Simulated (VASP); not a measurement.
# NbAs (P3m1) in VASP: relaxation of cell and atoms with PBE

Aim: the relaxation of cell and atoms of NbAs with PBE.

Program: VASP 6.6.1. These are calculated values, not measurements. Logs are shortened: lines on timing, memory, paths and dates and some standing lists are left out, and cuts for length are marked.

## (1) The cell of the first run

Symmetry: P3m1, No. 156, trigonal system. The conventional cell has a = 3.656 Å, b = 3.656 Å, c = 7.063 Å, α = 90.00°, β = 90.00°, γ = 120.00°. Within 3.4 Å of Nb (site symmetry 3m) lie 6 As at 2.59 to 2.68 Å. Nb (site symmetry 3m) has 4 As at 2.48 to 2.60 Å within 3.3 Å. As (site symmetry 3m) has 4 Nb at 2.60 to 2.68 Å within 3.4 Å. Within 3.3 Å of As (site symmetry 3m) lie 6 Nb at 2.48 to 2.59 Å.

## (2) Relaxation of cell and atoms, PBE

INCAR reads:

```
SYSTEM = NbAs
ALGO = Normal ; EDIFF = 1E-6
EDIFFG = -0.01 ; ENCUT = 600
GGA = PE ; IBRION = 2
ISIF = 3 ; ISMEAR = 0
LASPH = .True. ; LCHARG = .False.
LREAL = .False. ; LWAVE = .False.
NELM = 100 ; NSW = 100
PREC = Accurate ; SIGMA = 0.1
```

KPOINTS reads:

```
k-points
0
Gamma
  12 12 8
  0 0 0
```

POSCAR reads:

```
NbAs
1.0
    3.6555970081      0.0000000000      0.0000000000
   -1.8277985041      3.1658398750      0.0000000000
    0.0000000000      0.0000000000      7.0626857712
Nb As
2 2
Direct
    0.6666666667      0.3333333333      0.2122270904
    0.0000000000      0.0000000000      0.6104243854
    0.0000000000      0.0000000000      0.9791401110
    0.3333333333      0.6666666667      0.4253844931
```

Potentials or basis: VASP PAW PBE potentials, release 64 (Nb_sv, As).

Run with:

```
$ cat potpaw_PBE.64/Nb_sv/POTCAR potpaw_PBE.64/As/POTCAR > POTCAR
$ mpirun -np 1 vasp_std > vasp.out
```

OUTCAR:

```text
SYSTEM = NbAs
   EDIFF = 1E-6
   EDIFFG = -0.01
   ENCUT = 600
   GGA = PE
   IBRION = 2
   ISIF = 3
   ISMEAR = 0
   LASPH = .True.
   LREAL = .False.
   NELM = 100
   NSW = 100
   PREC = Accurate

 ion  position               nearest neighbor table
   1  0.667  0.333  0.212-   4 2.59   4 2.59   4 2.59   3 2.68   3 2.68   3 2.68
   2  0.000  0.000  0.610-   4 2.48   4 2.48   4 2.48   3 2.60
   3  0.000  0.000  0.979-   2 2.60   1 2.68   1 2.68   1 2.68
   4  0.333  0.667  0.425-   2 2.48   2 2.48   2 2.48   1 2.59   1 2.59   1 2.59

  LATTYP: Found a hexagonal cell.
 ALAT       =     3.6555970081
 C/A-ratio  =     1.9320197920

  Lattice vectors:

 A1 = (   3.6555970081,   0.0000000000,   0.0000000000)
 A2 = (  -1.8277985041,   3.1658398750,   0.0000000000)
 A3 = (   0.0000000000,   0.0000000000,   7.0626857712)

Analysis of symmetry for initial positions (statically):
=====================================================================
 Subroutine PRICEL returns:
 Original cell was already a primitive cell.

 Routine SETGRP: Setting up the symmetry group for a
 hexagonal supercell.

 Subroutine GETGRP returns: Found  6 space group operations
 (whereof  6 operations were pure point group operations)
 out of a pool of 24 trial point group operations.

The static configuration has the point symmetry C_3v.

Analysis of symmetry for dynamics (positions and initial velocities):
=====================================================================
 Subroutine PRICEL returns:
 Original cell was already a primitive cell.

 Routine SETGRP: Setting up the symmetry group for a
 hexagonal supercell.

 Subroutine GETGRP returns: Found  6 space group operations
 (whereof  6 operations were pure point group operations)
 out of a pool of 24 trial point group operations.

The dynamic configuration has the point symmetry C_3v.

 Subroutine INISYM returns: Found  6 space group operations
 (whereof  6 operations are pure point group operations),
 and found     1 'primitive' translations

----------------------------------------------------------------------------------------

                                     Primitive cell

  volume of cell :      81.7367

  direct lattice vectors                    reciprocal lattice vectors
     3.655597008  0.000000000  0.000000000     0.273553129  0.157935973  0.000000000
    -1.827798504  3.165839875  0.000000000     0.000000000  0.315871945  0.000000000
     0.000000000  0.000000000  7.062685771     0.000000000  0.000000000  0.141589196

  length of vectors
     3.655597008  3.655597008  7.062685771     0.315871945  0.315871945  0.141589196

  position of ions in fractional coordinates (direct lattice)
     0.666666667  0.333333333  0.212227090
     0.000000000  0.000000000  0.610424385
     0.000000000  0.000000000  0.979140111
     0.333333333  0.666666667  0.425384493

  ion indices of the primitive-cell ions
   primitive index   ion index
                 1           1
                 2           2
                 3           3
                 4           4

----------------------------------------------------------------------------------------

 KPOINTS: k-points

Automatic generation of k-mesh.
 Grid dimensions read from file:
 generate k-points for:   12   12    8

 Generating k-lattice:

  Cartesian coordinates                     Fractional coordinates (reciprocal lattice)
     0.022796094  0.013161331  0.000000000     0.083333333  0.000000000  0.000000000
     0.000000000  0.026322662  0.000000000     0.000000000  0.083333333  0.000000000
     0.000000000  0.000000000  0.017698650     0.000000000  0.000000000  0.125000000

  Length of vectors
     0.026322662  0.026322662  0.017698650

  Shift w.r.t. Gamma in fractional coordinates (k-lattice)
     0.000000000  0.000000000  0.000000000

 Subroutine IBZKPT returns following result:
 ===========================================

 Found    131 irreducible k-points:

 Following reciprocal coordinates:
            Coordinates               Weight
  0.000000  0.000000  0.000000      1.000000
  0.083333  0.000000  0.000000      6.000000
  0.166667  0.000000  0.000000      6.000000
  0.250000  0.000000  0.000000      6.000000
  0.333333  0.000000  0.000000      6.000000
  0.416667 -0.000000  0.000000      6.000000
[... 16 lines left out ...]
  0.166667  0.000000  0.125000      6.000000
  0.000000  0.166667  0.125000      6.000000
 [... further k-points ...]
   k-points           NKPTS =    131   k-points in BZ     NKDIM =    131   number of bands    NBANDS=     22
   number of dos      NEDOS =    301   number of ions     NIONS =      4
   total plane-waves  NPLWV =  50400
   dimension x,y,z NGX =    30 NGY =   30 NGZ =   56
   dimension x,y,z NGXF=    60 NGYF=   60 NGZF=  112
   ions per type =               2   2
   NGX,Y,Z   is equivalent  to a cutoff of  13.64, 13.64, 13.18 a.u.
   NGXF,Y,Z  is equivalent  to a cutoff of  27.29, 27.29, 26.36 a.u.
 SYSTEM =  NbAs
   PREC   = accura    normal or accurate (medium, high low for compatibility)
   ISTART =      0    job   : 0-new  1-cont  2-samecut
   ICHARG =      2    charge: 1-file 2-atom 10-const
   ISPIN  =      1    spin polarized calculation?
   LNONCOLLINEAR =      F non collinear calculations
   LSORBIT =      F    spin-orbit coupling
   LASPH  =      T    aspherical Exc in radial PAW
   ENCUT  =  600.0 eV  44.10 Ry    6.64 a.u.   7.30  7.30 14.11*2*pi/ulx,y,z
   NELM   =    100;   NELMIN=  2; NELMDL= -5     # of ELM steps
   EDIFF  = 0.1E-05   stopping-criterion for ELM
   LREAL  =      F    real-space projection
   EDIFFG = -.1E-01   stopping-criterion for IOM
   NSW    =    100    number of steps for IOM
   IBRION =      2    ionic relax: 0-MD 1-quasi-New 2-CG
   NFREE  =      1    steps in history (QN), initial steepest desc. (CG)
   ISIF   =      3    stress and relaxation
   ISYM   =      2    0-nonsym 1-usesym 2-fastsym
   POTIM  = 0.5000    time-step for ionic-motion
   TEBEG  =    0.0;   TEEND  =   0.0 temperature during run
   PSTRESS=    0.0 pullay stress
   NELECT =      36.0000    total number of electrons
   NUPDOWN=      -1.0000    fix difference up-down
   EMIN   =  10.00;   EMAX   =-10.00  energy-range for DOS
   EFERMI =   0.00;   METHOD = LEGACY
   ISMEAR =     0;   SIGMA  =   0.10  broadening in eV -4-tet -1-fermi 0-gaus
   EFERMI_NEDOS =   21; number of points for ismear=-14 and -15
   IALGO  =     38    algorithm
   IMIX   =      4    mixing-type and parameters
     AMIX     =   0.40;   BMIX     =  1.00
     AMIX_MAG =   1.60;   BMIX_MAG =  1.00
  volume/ion in A,a.u.               =      20.43       137.90
  Fermi-wavevector in a.u.,A,eV,Ry     =   1.245575  2.353796 21.108862  1.551458
  Thomas-Fermi vector in A             =   2.379791
   LORBIT       =      0    0 simple, 1 ext, 2 COOP (PROOUT), +10 PAW based schemes
   GGA     = PE    functional components
   LHFCALC =     F    Hartree Fock is set to
   AEXX    =    0.0000 exact exchange contribution
   IVDW    =     0    specifies the selected vdW correction
   LEPSILON=     F    determine dielectric tensor
   LRPA    =     F    only Hartree local field effects (RPA)
 conjugate gradient relaxation of ions
 non-spin polarized calculation
 Gauss-broadening in eV      SIGMA  =   0.10
  energy-cutoff  :      600.00
  volume of cell :       81.74
 maximum number of plane-waves:      2776
 NGX is ok and might be reduce to    30
   NGX = 15   NGY = 15   NGZ = 29

--------------------------------------- Ionic step        1  -------------------------------------------

 number of electron      36.0000001 magnetization

 Free energy of the ion-electron system (eV)
  ---------------------------------------------------
  ext. energy  EPLUGINS =         0.00000000
  ---------------------------------------------------
  free energy    TOTEN  =       -30.50336128 eV

  energy without entropy =      -30.49172899  energy(sigma->0) =      -30.49754514

------------------------ aborting loop because EDIFF is reached ----------------------------------------

  FORCE on cell =-STRESS in cart. coord.  units (eV):
  Direction    XX          YY          ZZ          XY          YZ          ZX
  --------------------------------------------------------------------------------------
  -------------------------------------------------------------------------------------
  Total       -0.0147176     -0.0147176      0.2380084      0.0000000     -0.0000000     -0.0000000
  in kB       -0.2884896     -0.2884896      4.6653654      0.0000000     -0.0000000     -0.0000000
  external PRESSURE =       1.3627954 kB  Pullay stress =       0.0000000 kB
[... 95 lines left out ...]
  FREE ENERGIE OF THE ION-ELECTRON SYSTEM (eV)
  ---------------------------------------------------
  free  energy   TOTEN  =       -30.5040265584 eV

  energy  without entropy=      -30.4926353925  energy(sigma->0) =      -30.49833098

[... ionic steps 4 to 12 ...]

--------------------------------------- Ionic step       13  -------------------------------------------

 number of electron      36.0000000 magnetization

------------------------ aborting loop because EDIFF is reached ----------------------------------------

  FORCE on cell =-STRESS in cart. coord.  units (eV):
  Direction    XX          YY          ZZ          XY          YZ          ZX
  --------------------------------------------------------------------------------------
  -------------------------------------------------------------------------------------
  Total        0.0108405      0.0108405     -0.0133359     -0.0000000      0.0000000     -0.0000000
  in kB        0.2128850      0.2128850     -0.2618915     -0.0000000      0.0000000     -0.0000000
  external PRESSURE =       0.0546262 kB  Pullay stress =       0.0000000 kB
[... 61 lines left out ...]
  energy  without entropy=      -30.4939609709  energy(sigma->0) =      -30.49938398

--------------------------------------- Ionic step       15  -------------------------------------------

 number of electron      36.0000000 magnetization

 Free energy of the ion-electron system (eV)
  ---------------------------------------------------
  ext. energy  EPLUGINS =         0.00000000
  ---------------------------------------------------
  free energy    TOTEN  =       -30.50481812 eV

  energy without entropy =      -30.49397494  energy(sigma->0) =      -30.49939653

 E-fermi :   7.7373     XC(G=0): -10.9201

 val. band max:        7.7360945622   @ k =   0.3333   0.1667   0.0000
 cond. band min:       7.7579036272   @ k =   0.1667   0.0833   0.2500
 fundamental gap:      0.0218090651
 Fermi energy:         7.7372883361

 k-point     1 :       0.0000    0.0000    0.0000
  band No.  band energies     occupation
      1     -47.7079      2.00000
      2     -47.5127      2.00000
      3     -23.8002      2.00000
      4     -23.7587      2.00000
      5     -23.7587      2.00000
      6     -23.6100      2.00000
[... 574 lines left out ...]
      6     -23.6101      2.00000
[... 14 lines left out ...]
     21       8.7087      0.00000
     22       9.9170      0.00000

 [... further k-points ...]
[... 5 lines left out ...]
  --------------------------------------------------------------------------------------
  -------------------------------------------------------------------------------------
  Total       -0.0109927     -0.0109927     -0.0193558      0.0000000     -0.0000000      0.0000000
  in kB       -0.2158423     -0.2158423     -0.3800525      0.0000000     -0.0000000      0.0000000
  external PRESSURE =      -0.2705791 kB  Pullay stress =       0.0000000 kB
[... 19 lines left out ...]
  FREE ENERGIE OF THE ION-ELECTRON SYSTEM (eV)
  ---------------------------------------------------
  free  energy   TOTEN  =       -30.5048181238 eV

  energy  without entropy=      -30.4939749441  energy(sigma->0) =      -30.49939653

 reached required accuracy - stopping structural energy minimisation
```

It took 32 min on 1 thread of Intel Xeon Platinum 8488C (Sapphire Rapids), shared host; peak memory 0.43 GiB.

Results:

- Free energy: -30.5048 eV
- Relaxed volume: 20.40 Å³/atom
- Relaxed cell: a = 3.641 Å, b = 3.641 Å, c = 7.106 Å, α = 90.00°, β = 90.00°, γ = 120.00°
- Space group after relaxing (to 0.05 Å): P3m1 (No. 156)
- Energy gained by relaxing: 0.4 meV/atom
- Ionic steps: 15
- Pressure after relaxing: 0.0 GPa
- Largest force after relaxing: 0.004 eV/Å
- Band gap on the k mesh: zero (band 18 reaches 8.09 eV, above the bottom of band 19 at 7.20 eV)

Forces on the atoms (eV/Å):
```
Nb   0.000  0.000 -0.004
Nb   0.000  0.000  0.003
As   0.000  0.000  0.004
As   0.000  0.000 -0.004
```

The path:
| step | energy change (eV) | largest force (eV/Å) | pressure (GPa) | volume (Å³) |
| --- | --- | --- | --- | --- |
| 1 | 0.0000 | 0.1033 | 0.14 | 81.74 |
| 2 | -0.0007 | 0.0193 | -0.34 | 81.94 |
| 3 | -0.0007 | 0.0194 | -0.30 | 81.93 |
| 4 | -0.0012 | 0.0339 | -0.09 | 81.71 |
| 5 | -0.0013 | 0.0528 | 0.07 | 81.56 |
| 6 | -0.0013 | 0.0494 | 0.06 | 81.59 |
| 7 | -0.0013 | 0.0421 | 0.00 | 81.65 |
| 8 | -0.0013 | 0.0469 | 0.00 | 81.61 |
| 9 | -0.0013 | 0.0486 | 0.03 | 81.60 |
| 10 | -0.0014 | 0.0209 | 0.02 | 81.59 |
| 11 | -0.0014 | 0.0172 | 0.01 | 81.59 |
| 12 | -0.0014 | 0.0168 | 0.00 | 81.59 |
| 13 | -0.0014 | 0.0191 | 0.01 | 81.59 |
| 14 | -0.0014 | 0.0190 | 0.01 | 81.59 |
| 15 | -0.0015 | 0.0044 | -0.03 | 81.60 |

Final structure:
```
Nb As
1.0
     3.64122    0.00000    0.00000
    -1.82061    3.15339    0.00000
     0.00000    0.00000    7.10647
Nb As
2 2
Direct
  0.66667 0.33333 0.21171
  0.00000 0.00000 0.61179
  0.00000 0.00000 0.97869
  0.33333 0.66667 0.42499
```

Levels at points of the mesh, in eV from the Fermi level:
```csv
k point,band 14,band 15,band 16,band 17,band 18,band 19,band 20,band 21,band 22
"(0.00, 0.00, 0.00)",-2.73,-1.22,-1.22,-0.65,-0.65,-0.43,0.82,0.82,2.16
"(0.50, 0.00, 0.00)",-3.68,-2.93,-2.02,-0.77,0.35,1.05,1.25,1.43,1.73
"(0.00, 0.00, 0.50)",-3.01,-1.14,-1.14,-0.87,-0.35,-0.35,0.76,0.76,2.23
"(0.50, 0.00, 0.50)",-3.62,-3.09,-1.46,-1.35,0.35,0.96,1.27,1.58,2.15
```
